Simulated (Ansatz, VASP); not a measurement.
W in VASP and in Ansatz

File INCAR:

```
  ALGO = Fast
  EDIFF = 1E-6
  ENCUT = 520
  GGA = PE
  ISIF = 2
  ISMEAR = -1
  LASPH = T
  LCHARG = T
  LELF = T
  LREAL = F
  LVHAR = T
  LWAVE = F
  NBANDS = 13
  NELM = 100
  PREC = Accurate
  SIGMA = 0.4
```

KPOINTS

```
k-points
0
Gamma
  20 20 20
```

The input POSCAR:

```
W
1.0
   -1.5573675000      1.5573675000      1.5174350000
    1.5573675000     -1.5573675000      1.5174350000
    1.5573675000      1.5573675000     -1.5174350000
W
1
Direct
    0.0000000000      0.0000000000      0.0000000000
```

Input for Ansatz:

```yaml
crystal:
  lattice:
    - [-1.5573675, 1.5573675, 1.517435]
    - [1.5573675, -1.5573675, 1.517435]
    - [1.5573675, 1.5573675, -1.517435]
  atoms:
    - { symbol: W, position: [0.0, 0.0, 0.0] }
basis:
  ecutwfc: 420
kpoints:
  mp_grid: { grid: [20, 20, 20] }
hamiltonian:
  xc: pbe
scf:
  occupations: { method: fermi_dirac, width: 0.4 }
output:
  forces: true
  stress: true
  eigenvalues: true
```

Change from the starting cell: strain -0.025 along x and y, -0.050 along z, atoms carried along.

Alike in both runs: task single point; functional PBE; k mesh 20 × 20 × 20; occupations fermi-dirac, width 0.4 eV; no spin polarisation.

|  | VASP | Ansatz |
| --- | --- | --- |
| version | VASP 6.6.1 | Ansatz 0.2.0 |
| potentials or method | VASP PAW PBE potentials, release 64 (W_sv), cutoff 520 eV | scalar-relativistic, plane waves, PAW |
| valence electrons in the cell | 14 | 14 |

VASP gave:

| Quantity | Value |
| --- | --- |
| gap on the k mesh at the Fermi level (eV) | none |
| pressure (GPa) | 35.6 |
| traceless stress, the component that is largest in VASP (GPa) | 6.17 |

Question: Which values does Ansatz return?

Answer: gap on the k mesh at the Fermi level (eV): none; pressure (GPa): 34.6; traceless stress, the component that is largest in VASP (GPa): 6.17.

A gap of «none» marks a metal or a gap that the smearing closes. Both programs put the cell under a high pressure, so it lies far from rest at this level. With one functional, cell and mesh, what is left measures potentials, basis and numerics.

Neither program's run includes spin-orbit coupling.
